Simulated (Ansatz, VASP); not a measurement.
WC in VASP and in Ansatz

```
W C
1.0
     0.00000    2.17426    2.17426
     2.17426    0.00000    2.17426
     2.17426    2.17426    0.00000
W C
1 1
Direct
  0.00000 0.00000 0.00000
  0.50000 0.50000 0.50000
```

Alike in both runs: task single point; functional r2SCAN; k mesh 11 × 11 × 11; occupations fermi-dirac, width 0.1 eV; no spin polarisation.

```csv
,VASP,Ansatz
version,VASP 6.6.1,Ansatz 0.2.0
potentials or method,"VASP PAW PBE potentials, release 64 (W_sv, C), cutoff 520 eV","plane waves, PAW"
valence electrons in the cell,18,18
```

```csv
,VASP,Ansatz,Ansatz less VASP
pressure (GPa),6.4,4.7,-1.76
```

VASP's potentials were made for PBE, not for r2SCAN. With one functional, cell and mesh, what is left measures potentials, basis and numerics.

Spin-orbit coupling is off throughout.
